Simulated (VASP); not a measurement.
The system is CsSe.

```
Cs Se
1.0
     0.00000    3.31251    3.31251
     3.31251    0.00000    3.31251
     3.31251    3.31251    0.00000
Cs Se
1 1
Direct
  0.00000 0.00000 0.00000
  0.50000 0.50000 0.50000
```

```yaml
Program: VASP 6.6.1
Task: relaxation of cell and atoms
Functional: PBE
Potentials_or_basis: VASP PAW PBE potentials, release 64 (Cs_sv, Se)
Cutoff: 600 eV
k_mesh: 4 × 4 × 4
Occupations: gaussian, width 0.1 eV
Spin: no spin polarisation
```

At the start: pressure 5.5 GPa; volume 36.35 Å³/atom.

Where does the relaxation end?

Over 5 steps the energy falls by 162.5 meV/atom and the volume is 49.45 Å³/atom (+36.0 %); space group Fm-3m (No. 225, to 0.1 Å) before and after.

Step by step:
```tsv
step	energy change (eV)	largest force (eV/Å)	pressure (GPa)	volume (Å³)
1	0.0000	0.0000	5.53	72.69
2	-0.2793	0.0000	1.46	86.70
3	-0.3189	0.0000	0.45	93.67
4	-0.3005	0.0000	-0.70	108.71
5	-0.3251	0.0000	-0.06	98.89
```

Final structure:
```
CELL_PARAMETERS angstrom
0.00000 3.67037 3.67037
3.67037 0.00000 3.67037
3.67037 3.67037 0.00000
ATOMIC_POSITIONS crystal
Cs 0.00000 0.00000 0.00000
Se 0.50000 0.50000 0.50000
```

Caveat: the k points lie up to 0.37 Å⁻¹ apart in the final cell, too coarse for converged energies and pressures of a metal; the volume moved by over 15 % at a fixed basis, so the end points are rough; an odd number of electrons without spin polarisation forces a metal; a magnetic or distorted state may lie lower.
